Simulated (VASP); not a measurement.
# HgTe (Imm2) in VASP: settings compared

Aim: see how the results for HgTe move with the level of theory and the settings. Levels: PBE, r2SCAN. Tasks: single point.

Program: VASP 6.6.1. These are calculated values, not measurements. Logs are shortened: lines on timing, memory, paths and dates and some standing lists are left out, and cuts for length are marked.

### Step 1. The cell of the first run

It takes space group Imm2 (No. 44, orthorhombic). Conventional cell: a = 4.529 Å, b = 4.775 Å, c = 6.578 Å, α = 90.00°, β = 90.00°, γ = 90.00°. Within 3.7 Å of Hg (site symmetry mm2) lie 4 Te at 2.84 to 2.86 Å. Te (site symmetry mm2) has 4 Hg at 2.84 to 2.86 Å within 3.7 Å.

### Step 2. Single point, PBE (shear xy strain -5.3%)

File INCAR:

```
SYSTEM = HgTe
ALGO     = Normal         ! electronic algorithm
EDIFF    = 1E-7           ! SCF threshold, eV
ENCUT    = 520            ! plane-wave cutoff, eV
GGA      = PE             ! functional
ISIF     = 2              ! what is computed and relaxed
ISMEAR   = -1             ! smearing method
LASPH    = .True.         ! aspherical terms in the spheres
LCHARG   = .False.        ! write CHGCAR
LREAL    = .False.        ! projectors in reciprocal space
LWAVE    = .False.        ! write WAVECAR
NBANDS   = 16             ! bands
NELM     = 80             ! most SCF steps
PREC     = Accurate       ! precision mode
SIGMA    = 0.02           ! smearing width, eV
```

File KPOINTS:

```
k-points
0
Gamma
  6 6 6
  0 0 0
```

File POSCAR:

```
HgTe
1.0
   -0.0869992682      3.2891972858      3.2891972858
    3.2891972858     -0.0869992682      3.2891972858
    3.2021980175      3.2021980175      0.0000000000
Hg Te
1 1
Direct
   -0.0055831670     -0.0055831670      0.0055831670
    0.2555831670      0.2555831670      0.2444168330
```

Potentials or basis: VASP PAW PBE potentials, release 64 (Hg, Te).

Command:

```sh
cat potpaw_PBE.64/Hg/POTCAR potpaw_PBE.64/Te/POTCAR > POTCAR
mpirun -np 1 vasp_std > vasp.out
```

OUTCAR:

```text
SYSTEM = HgTe
   EDIFF = 1E-7
   ENCUT = 520
   GGA = PE
   ISIF = 2
   ISMEAR = -1
   LASPH = .True.
   LREAL = .False.
   NELM = 80
   PREC = Accurate

 ion  position               nearest neighbor table
   1  0.994  0.994  0.006-   2 2.84   2 2.84   2 2.86   2 2.86
   2  0.256  0.256  0.244-   1 2.84   1 2.84   1 2.86   1 2.86

  LATTYP: Found a body centered orthorhombic cell.
 ALAT       =     4.5285918658
 B/A-ratio  =     1.0543372195
 C/A-ratio  =     1.4526357788

  Lattice vectors:

 A1 = (   0.0869992682,  -3.2891972858,  -3.2891972858)
 A2 = (  -0.0869992683,   3.2891972857,  -3.2891972858)
 A3 = (   3.2891972858,  -0.0869992682,   3.2891972858)

Analysis of symmetry for initial positions (statically):
=====================================================================
 Subroutine PRICEL returns:
 Original cell was already a primitive cell.

 Routine SETGRP: Setting up the symmetry group for a
 body centered orthorhombic supercell.

 Subroutine GETGRP returns: Found  4 space group operations
 (whereof  4 operations were pure point group operations)
 out of a pool of  8 trial point group operations.

The static configuration has the point symmetry C_2v.

Analysis of symmetry for dynamics (positions and initial velocities):
=====================================================================
 Subroutine PRICEL returns:
 Original cell was already a primitive cell.

 Routine SETGRP: Setting up the symmetry group for a
 body centered orthorhombic supercell.

 Subroutine GETGRP returns: Found  4 space group operations
 (whereof  4 operations were pure point group operations)
 out of a pool of  8 trial point group operations.

The dynamic configuration has the point symmetry C_2v.

 Subroutine INISYM returns: Found  4 space group operations
 (whereof  4 operations are pure point group operations),
 and found     1 'primitive' translations

----------------------------------------------------------------------------------------

                                     Primitive cell

  volume of cell :      71.1207

  direct lattice vectors                    reciprocal lattice vectors
    -0.086999268  3.289197286  3.289197286    -0.148095643  0.148095643  0.152012773
     3.289197286 -0.086999268  3.289197286     0.148095643 -0.148095643  0.152012773
     3.202198018  3.202198018  0.000000000     0.156142749  0.156142749 -0.152012773

  length of vectors
[... 80 lines left out ...]
   ENCUT  =  520.0 eV  38.22 Ry    6.18 a.u.   8.65  8.65  8.42*2*pi/ulx,y,z
   NELM   =     80;   NELMIN=  2; NELMDL= -5     # of ELM steps
   EDIFF  = 0.1E-06   stopping-criterion for ELM
   LREAL  =      F    real-space projection
   EDIFFG = 0.1E-05   stopping-criterion for IOM
   NSW    =      0    number of steps for IOM
   IBRION =     -1    ionic relax: 0-MD 1-quasi-New 2-CG
   NFREE  =      0    steps in history (QN), initial steepest desc. (CG)
   ISIF   =      2    stress and relaxation
   ISYM   =      2    0-nonsym 1-usesym 2-fastsym
   POTIM  = 0.5000    time-step for ionic-motion
   TEBEG  =    0.0;   TEEND  =   0.0 temperature during run
   PSTRESS=    0.0 pullay stress
   NELECT =      18.0000    total number of electrons
   NUPDOWN=      -1.0000    fix difference up-down
   EMIN   =  10.00;   EMAX   =-10.00  energy-range for DOS
   EFERMI =   0.00;   METHOD = LEGACY
   ISMEAR =    -1;   SIGMA  =   0.02  broadening in eV -4-tet -1-fermi 0-gaus
   EFERMI_NEDOS =   21; number of points for ismear=-14 and -15
   IALGO  =     38    algorithm
   IMIX   =      4    mixing-type and parameters
     AMIX     =   0.40;   BMIX     =  1.00
     AMIX_MAG =   1.60;   BMIX_MAG =  1.00
  volume/ion in A,a.u.               =      35.56       239.97
  Fermi-wavevector in a.u.,A,eV,Ry     =   1.035540  1.956888 14.590125  1.072344
  Thomas-Fermi vector in A             =   2.169889
   LORBIT       =      0    0 simple, 1 ext, 2 COOP (PROOUT), +10 PAW based schemes
   GGA     = PE    functional components
   LHFCALC =     F    Hartree Fock is set to
   AEXX    =    0.0000 exact exchange contribution
   IVDW    =     0    specifies the selected vdW correction
   LEPSILON=     F    determine dielectric tensor
   LRPA    =     F    only Hartree local field effects (RPA)
 non-spin polarized calculation
  energy-cutoff  :      520.00
  volume of cell :       71.12
 maximum number of plane-waves:      1937
 NGX is ok and might be reduce to    36
   NGX = 17   NGY = 17   NGZ = 17

 number of electron      18.0000001 magnetization

 Free energy of the ion-electron system (eV)
  ---------------------------------------------------
  ext. energy  EPLUGINS =         0.00000000
  ---------------------------------------------------
  free energy    TOTEN  =        -3.61895145 eV

  energy without entropy =       -3.61886328  energy(sigma->0) =       -3.61890736

 E-fermi :   2.6193     XC(G=0):  -8.5085

 val. band max:        2.5651350857   @ k =   0.0000   0.0000   0.0000
 cond. band min:       2.6731934241   @ k =   0.0000   0.0000   0.0000
 fundamental gap:      0.1080583383
 Fermi energy:         2.6192748784

 k-point     1 :       0.0000    0.0000    0.0000
  band No.  band energies     occupation
      1      -9.0552      2.00000
      2      -4.5125      2.00000
      3      -4.4969      2.00000
      4      -4.4761      2.00000
      5      -4.0328      2.00000
      6      -4.0292      2.00000
[... 433 lines left out ...]
      3      -4.2395      2.00000
      4      -4.1684      2.00000
      5      -3.9924      2.00000
      6      -3.7152      2.00000
[... 8 lines left out ...]
     15      12.8192      0.00000
     16      13.6641      0.00000

 [... further k-points ...]

------------------------ aborting loop because EDIFF is reached ----------------------------------------

  FORCE on cell =-STRESS in cart. coord.  units (eV):
  Direction    XX          YY          ZZ          XY          YZ          ZX
  --------------------------------------------------------------------------------------
  -------------------------------------------------------------------------------------
  Total        0.5821162      0.5821162      0.5947509      0.4472019      0.0000000      0.0000000
  in kB       13.1136760     13.1136760     13.3983054     10.0743815      0.0000000      0.0000000
  external PRESSURE =      13.2085525 kB  Pullay stress =       0.0000000 kB

 VOLUME and BASIS-vectors are now :
 -----------------------------------------------------------------------------
  energy-cutoff  :      520.00
  volume of cell :       71.12
      direct lattice vectors                 reciprocal lattice vectors
    -0.086999268  3.289197286  3.289197286    -0.148095643  0.148095643  0.152012773
     3.289197286 -0.086999268  3.289197286     0.148095643 -0.148095643  0.152012773
     3.202198018  3.202198018  0.000000000     0.156142749  0.156142749 -0.152012773

 POSITION                                       TOTAL-FORCE (eV/Angst)
 -----------------------------------------------------------------------------------
      3.20220      3.20220      6.54167        -0.000000     -0.000000     -0.009435
      1.60110      1.60110      1.68133         0.000000      0.000000      0.009435
 -----------------------------------------------------------------------------------
    total drift:                               -0.000000     -0.000000      0.000512

  FREE ENERGIE OF THE ION-ELECTRON SYSTEM (eV)
  ---------------------------------------------------
  free  energy   TOTEN  =        -3.6189514478 eV

  energy  without entropy=       -3.6188632783  energy(sigma->0) =       -3.61890736
```

OSZICAR:

```text
N       E                     dE             d eps       ncg     rms          rms(c)
DAV:   1     0.103453700286E+03    0.10345E+03   -0.80729E+03  1480   0.977E+02
DAV:   2    -0.112586157833E+00   -0.10357E+03   -0.96976E+02  1704   0.224E+02
DAV:   3    -0.379167748167E+01   -0.36791E+01   -0.36706E+01  1832   0.438E+01
DAV:   4    -0.382666889334E+01   -0.34991E-01   -0.34989E-01  2152   0.383E+00
DAV:   5    -0.382677301006E+01   -0.10412E-03   -0.10412E-03  1952   0.193E-01    0.681E+00
DAV:   6    -0.362610628654E+01    0.20067E+00   -0.39281E-01  1744   0.816E+00    0.546E+00
DAV:   7    -0.361940836928E+01    0.66979E-02   -0.92372E-02  1688   0.204E+00    0.210E+00
DAV:   8    -0.361888361658E+01    0.52475E-03   -0.95326E-03  1720   0.110E+00    0.473E-01
DAV:   9    -0.361890819444E+01   -0.24578E-04   -0.73672E-04  1840   0.308E-01    0.104E-01
DAV:  10    -0.361893805031E+01   -0.29856E-04   -0.90193E-05  1840   0.832E-02    0.458E-02
DAV:  11    -0.361895279672E+01   -0.14746E-04   -0.29926E-05  1752   0.388E-02    0.273E-02
DAV:  12    -0.361895152092E+01    0.12758E-05   -0.33653E-06  1744   0.131E-02    0.165E-02
DAV:  13    -0.361895144779E+01    0.73136E-07   -0.42602E-07  1872   0.323E-03
   1 F= -.36189514E+01 E0= -.36189074E+01  d E =-.881695E-04
```

It took 30 s on 1 thread of AMD EPYC 9R45 (Zen 5), shared host; peak memory 0.2 GiB.

Results:

```
Free energy            : -3.6190 eV
Pressure               : 1.3 GPa
Largest force          : 0.009 eV/Å
Band gap on the k mesh : 0.11 eV
```

Forces on the atoms (eV/Å):
```
Hg   0.000  0.000 -0.009
Te   0.000  0.000  0.009
```

Stress tensor (GPa, compression positive):
```
1.31 1.01 0.00
1.01 1.31 0.00
0.00 0.00 1.34
```

Levels at points of the mesh, in eV from the valence-band top:
| k point | band 7 | band 8 | band 9 | band 10 | band 11 | band 12 |
| --- | --- | --- | --- | --- | --- | --- |
| (0.00, 0.00, 0.00) | -0.89 | -0.11 | 0.00 | 0.11 | 4.12 | 4.35 |
| (0.50, 0.00, 0.00) | -5.22 | -0.91 | -0.72 | 0.90 | 5.19 | 5.19 |
| (0.50, 0.50, 0.00) | -5.16 | -2.26 | -1.83 | 1.74 | 2.80 | 8.04 |
| (0.00, 0.00, 0.50) | -5.08 | -1.03 | -0.86 | 0.49 | 4.96 | 5.00 |
| (0.50, 0.00, 0.50) | -5.14 | -2.05 | -2.04 | 1.90 | 2.61 | 7.81 |

Caveat: the cell differs from its parent crystal (shear xy strain -5.3%); spin-orbit coupling is left out, which moves the levels of the heavy elements. A k mesh can miss the band edges.

### Step 3. Single point, r2SCAN (shear xy strain -5.3%)

POSCAR is that of step 2.

File INCAR.step1:

```
SYSTEM = HgTe
PREC = Accurate
ENCUT = 520
ISMEAR = -1
SIGMA = 0.02
LREAL = .FALSE.
LASPH = .TRUE.
NELM = 80
NBANDS = 16
GGA = PE
ALGO = Normal
EDIFF = 1E-4
LWAVE = .TRUE.
LCHARG = .FALSE.
```

File INCAR.step2:

```
SYSTEM = HgTe
PREC = Accurate
ENCUT = 520
EDIFF = 1E-7
ISMEAR = -1
SIGMA = 0.02
LREAL = .FALSE.
LASPH = .TRUE.
NELM = 80
ALGO = Normal
ISIF = 2
LWAVE = .FALSE.
LCHARG = .FALSE.
METAGGA = R2SCAN
LMIXTAU = .TRUE.
NBANDS = 16
ISTART = 1
```

File KPOINTS:

```
regular mesh
0
G
  6 6 6
  0 0 0
```

Potentials or basis: VASP PAW PBE potentials, release 64 (Hg, Te).

Command:

```sh
cat potpaw_PBE.64/Hg/POTCAR potpaw_PBE.64/Te/POTCAR > POTCAR
cp INCAR.step1 INCAR
mpirun -np 1 vasp_std > vasp.out
cp INCAR.step2 INCAR
mpirun -np 1 vasp_std > vasp.out
```

Wall time 2.1 min (1 thread of AMD EPYC 9R45 (Zen 5), shared host); peak memory 0.22 GiB.

The run converged. Its results:

- Free energy: -75.1421 eV
- Pressure: 0.0 GPa
- Largest force: 0.004 eV/Å
- Band gap on the k mesh: 0.10 eV

Forces on the atoms (eV/Å):
```
Hg   0.000  0.000 -0.004
Te   0.000  0.000  0.004
```

Stress tensor (GPa, compression positive):
```
0.00 1.06 0.00
1.06 0.00 0.00
0.00 0.00 0.02
```

Levels at points of the mesh, in eV from the valence-band top:
| k point | band 7 | band 8 | band 9 | band 10 | band 11 | band 12 |
| --- | --- | --- | --- | --- | --- | --- |
| (0.00, 0.00, 0.00) | -0.61 | -0.12 | 0.00 | 0.10 | 4.45 | 4.69 |
| (0.50, 0.00, 0.00) | -5.37 | -0.96 | -0.76 | 1.15 | 5.54 | 5.54 |
| (0.50, 0.50, 0.00) | -5.30 | -2.35 | -1.91 | 1.91 | 3.04 | 8.50 |
| (0.00, 0.00, 0.50) | -5.22 | -1.08 | -0.90 | 0.71 | 5.29 | 5.33 |
| (0.50, 0.00, 0.50) | -5.29 | -2.13 | -2.13 | 2.08 | 2.85 | 8.27 |

Caveat: the cell differs from its parent crystal (shear xy strain -5.3%); the PAW data sets were made with another functional, which shifts forces and pressure a little; spin-orbit coupling is left out, which moves the levels of the heavy elements.
